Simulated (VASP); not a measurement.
**SiC (zinc blende): single point with LDA**

The system is SiC (zinc blende).

```xyz
2
Lattice="0.0000 1.9894 1.9894 1.9894 0.0000 1.9894 1.9894 1.9894 0.0000" Properties=species:S:1:pos:R:3 pbc="T T T"
Si    0.0000    0.0000    0.0000
C     0.9947    0.9947    0.9947
```

This cell differs from its parent crystal: volume scaled by 0.76.

```json
{
  "Program": "VASP 6.6.1",
  "Task": "single point",
  "Functional": "LDA",
  "Potentials or basis": "VASP PAW LDA potentials, release 64 (Si, C)",
  "Cutoff": "600 eV",
  "k mesh": "10 × 10 × 10",
  "Occupations": "gaussian, width 0.01 eV",
  "Spin": "no spin polarisation"
}
```

```yaml
Pressure: 93.9 GPa
Band_gap_on_the_k_mesh: 1.03 eV, indirect (least direct gap 4.73 eV)
```

Levels at points of the mesh, in eV from the valence-band top:
```csv
k point,band 1,band 2,band 3,band 4,band 5,band 6,band 7,band 8,band 9
"(0.00, 0.00, 0.00)",-17.60,0.00,0.00,0.00,9.36,9.36,9.36,9.62,16.19
"(0.50, 0.00, 0.00)",-12.84,-10.20,-1.08,-1.08,8.05,8.32,8.32,11.51,19.82
"(0.50, 0.50, 0.00)",-11.07,-8.80,-3.70,-3.70,1.03,5.29,17.19,17.19,18.71
```

Run time: 12 s on 1 thread of Intel Xeon 8259CL (shared host), peak memory 0.13 GiB.

 A k mesh can miss the band edges.
